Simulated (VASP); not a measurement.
Set up this calculation in VASP 6.6.1, as the native input.

| Property | Result |
| --- | --- |
| Task | single point |
| Functional | PBE |
| Potentials or basis | VASP PAW PBE potentials, release 64 (In_d, As) |
| Cutoff | 520 eV |
| k mesh | 12 × 12 × 12 |
| Occupations | gaussian, width 0.1 eV |
| Spin | no spin polarisation |
| Dipole correction | no |
| Further INCAR settings | ALGO = Normal; EDIFF = 1e-07; NBANDS = 16 |

The structure of InAs lies in POSCAR:

```
InAs
1.0
    0.0000000000      2.9688610681      2.9688610681
    2.9688610681      0.0000000000      2.9688610681
    2.9688610681      2.9688610681      0.0000000000
In As
1 1
Direct
    0.7500000000      0.7500000000      0.7500000000
    0.0000000000      0.0000000000      0.0000000000
```

The input as run:

INCAR

```
  ALGO = Normal
  EDIFF = 1E-7
  ENCUT = 520
  GGA = PE
  ISIF = 2
  ISMEAR = 0
  LASPH = True
  LCHARG = True
  LELF = True
  LREAL = False
  LVHAR = True
  LWAVE = False
  NBANDS = 16
  NELM = 60
  PREC = Accurate
  SIGMA = 0.1
```

KPOINTS

```
k-points
0
Gamma
  12 12 12
```

Potentials or basis: VASP PAW PBE potentials, release 64 (In_d, As).

The run is started by

```console
$ cat potpaw_PBE.64/In_d/POTCAR potpaw_PBE.64/As/POTCAR > POTCAR
$ mpirun -np 1 vasp_std > vasp.out
```

Results of the run:

| Property | Result |
| --- | --- |
| Pressure | 8.1 GPa |
| Band gap on the k mesh | 0.09 eV, direct |

Caveat: spin-orbit coupling is left out, which moves the levels of the heavy elements.

Wall time 19 s on 1 thread of Intel(R) Xeon(R) 6975P-C (Granite Rapids) (shared host), peak memory 0.21 GiB.
